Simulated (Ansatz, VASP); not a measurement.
# Ge3N4 in VASP and in Ansatz

The input INCAR:

```
SYSTEM = Ge3N4
ALGO = Normal
EDIFF = 1E-7
EDIFFG = -0.02
ENCUT = 520
GGA = PE
GGA_COMPAT = .FALSE.
IBRION = 2
ISIF = 2
ISMEAR = -1
KPAR = 4
LASPH = .TRUE.
LCHARG = .FALSE.
LREAL = .FALSE.
LWAVE = .FALSE.
NELM = 120
NELMIN = 4
NSW = 80
PREC = Accurate
SIGMA = 0.02
```

KPOINTS

```
k-points
0
G
  6 6 6
  0 0 0
```

Contents of POSCAR:

```
Ge3N4
1.0
    0.0000000000      4.1545500000      4.1545500000
    4.1545500000      0.0000000000      4.1545500000
    4.1545500000      4.1545500000      0.0000000000
Ge N
6 8
Direct
    0.1250000000      0.1250000000      0.1250000000
    0.6250000000      0.1250000000      0.1250000000
    0.1250000000      0.1250000000      0.6250000000
    0.1250000000      0.6250000000      0.1250000000
    0.5000000000      0.5000000000      0.5000000000
    0.7500000000      0.7500000000      0.7500000000
    0.8832000000      0.8832000000      0.8832000000
    0.8996000000      0.3668000000      0.3668000000
    0.8832000000      0.8832000000      0.3504000000
    0.3668000000      0.8996000000      0.3668000000
    0.3504000000      0.8832000000      0.8832000000
    0.3668000000      0.3668000000      0.3668000000
    0.8832000000      0.3504000000      0.8832000000
    0.3668000000      0.3668000000      0.8996000000
```

Input for Ansatz:

```yaml
crystal:
  lattice:
    - [0.0, 4.15455, 4.15455]
    - [4.15455, 0.0, 4.15455]
    - [4.15455, 4.15455, 0.0]
  atoms:
    - { symbol: Ge, position: [0.125, 0.125, 0.125] }
    - { symbol: Ge, position: [0.625, 0.125, 0.125] }
    - { symbol: Ge, position: [0.125, 0.125, 0.625] }
    - { symbol: Ge, position: [0.125, 0.625, 0.125] }
    - { symbol: Ge, position: [0.5, 0.5, 0.5] }
    - { symbol: Ge, position: [0.75, 0.75, 0.75] }
    - { symbol: "N", position: [0.8832, 0.8832, 0.8832] }
    - { symbol: "N", position: [0.8996, 0.3668, 0.3668] }
    - { symbol: "N", position: [0.8832, 0.8832, 0.3504] }
    - { symbol: "N", position: [0.3668, 0.8996, 0.3668] }
    - { symbol: "N", position: [0.3504, 0.8832, 0.8832] }
    - { symbol: "N", position: [0.3668, 0.3668, 0.3668] }
    - { symbol: "N", position: [0.8832, 0.3504, 0.8832] }
    - { symbol: "N", position: [0.3668, 0.3668, 0.8996] }
kpoints:
  mp_grid: { grid: [6, 6, 6] }
scf:
  occupations: { method: fermi_dirac, width: 0.02 }
hamiltonian:
  xc: pbe
  pseudopotentials: { kind: paw, frozen_core: stored }
output:
  forces: true
  stress: true
  populations: true
  efg: { quadrupole_moments_barn: { Ge: -0.196, "N": 0.02044 } }
  write_density: true
  write_potential: true
  elf: true
  volumetric_format: npy
relax:
  f_tol: 0.02
  max_steps: 60
```

Alike in both runs: task relaxation of the atoms; functional PBE; k mesh 6 × 6 × 6; occupations fermi-dirac, width 0.02 eV; no spin polarisation.

|  | VASP | Ansatz |
| --- | --- | --- |
| version | VASP 6.6.1 | Ansatz 0.2.0 |
| potentials or method | VASP PAW PBE potentials, release 64 (Ge_d, N) | plane-wave PAW, scalar-relativistic |
| plane-wave cutoff (eV) | 520 | 420 |
| valence electrons in the cell | 124 | 124 |

|  | VASP | Ansatz | Ansatz less VASP |
| --- | --- | --- | --- |
| gap on the k mesh at the Fermi level, each at its own relaxed structure (eV) | 1.91 | 1.90 | -0.011 |

Ansatz's warnings: stress scf threshold loose.

Noted on VASP's run: the relaxation stopped at its first step, so nothing moved.
